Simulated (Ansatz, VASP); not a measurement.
## One calculation of Si5N, two programs

File INCAR:

```
SYSTEM = Si5N
  PREC = Accurate
  ENCUT = 600
  EDIFF = 1E-6
  ISMEAR = 0
  SIGMA = 0.1
  LREAL = .False.
  LASPH = .True.
  NELM = 150
  ALGO = Normal
  ISIF = 3
  LWAVE = .False.
  LCHARG = .False.
  ISPIN = 2
  MAGMOM = 0 0 0 0 0 1
  LORBIT = 11
  GGA = PE
  IBRION = 2
  NSW = 90
  EDIFFG = -0.04
```

File KPOINTS:

```
Automatic mesh
0
Gamma
  4 4 4
  0 0 0
```

The input POSCAR:

```
Si5N
1.0
    0.0000000000      3.5932414500      3.5932414500
    3.5932414500      0.0000000000      3.5932414500
    3.5932414500      3.5932414500      0.0000000000
Si N
5 1
Direct
    0.8563785200      0.8563785200      0.8563785200
    0.8563785200      0.8563785200      0.4308644400
    0.8563785200      0.4308644400      0.8563785200
    0.4308644400      0.8563785200      0.8563785200
    0.5000000000      0.5000000000      0.5000000000
    0.2500000000      0.2500000000      0.2500000000
```

Input for Ansatz:

```yaml
crystal:
  lattice:
    - [0.0, 3.59324145, 3.59324145]
    - [3.59324145, 0.0, 3.59324145]
    - [3.59324145, 3.59324145, 0.0]
  atoms:
    - { symbol: Si, position: [0.85637852, 0.85637852, 0.85637852] }
    - { symbol: Si, position: [0.85637852, 0.85637852, 0.43086444] }
    - { symbol: Si, position: [0.85637852, 0.43086444, 0.85637852] }
    - { symbol: Si, position: [0.43086444, 0.85637852, 0.85637852] }
    - { symbol: Si, position: [0.5, 0.5, 0.5] }
    - { symbol: "N", position: [0.25, 0.25, 0.25], spin: 1.0 }
basis:
  ecutwfc: 420
kpoints:
  mp_grid: { grid: [4, 4, 4] }
hamiltonian:
  xc: pbe
scf:
  occupations: { method: gaussian, width: 0.1 }
  lower_state_search: "off"
output:
  forces: true
  stress: true
  eigenvalues: true
  populations: true
magnetization:
  spin_polarized: true
relax:
  adjacent_minimum: "off"
  f_tol: 0.04
  max_steps: 70
  cell: { stress_tol: 0.4 }
```

Alike in both runs: task relaxation of cell and atoms; functional PBE; k mesh 4 × 4 × 4; occupations gaussian, width 0.1 eV; collinear spin.

|  | VASP | Ansatz |
| --- | --- | --- |
| version | VASP 6.6.1 | Ansatz 0.2.0 |
| potentials or method | VASP PAW PBE potentials, release 64 (Si, N), cutoff 600 eV | scalar-relativistic, plane waves, PAW |
| valence electrons in the cell | 25 | 25 |

|  | VASP | Ansatz | Ansatz less VASP |
| --- | --- | --- | --- |
| gap on the k mesh at the Fermi level, each at its own relaxed structure (eV) | none | none | - |
| net moment per atom (μB) | 0.02 | 0.02 | -0.001 |
| size of the moment on the site where the two differ most (μB) | 0.09 | 0.11 | +0.020 |
| relaxed volume (Å³/atom) | 14.20 | 14.21 | +0.006 |
| relaxed cell length with the largest relative difference (Å) | 4.940 | 4.940 | +0.0007 |

Site moments also hang on the region over which each program counts them. A gap of «none» marks a metal or a gap that the smearing closes. Ansatz's warnings: seeded moment not kept.

The k mesh is coarse, so the values compare programs but aren't converged.
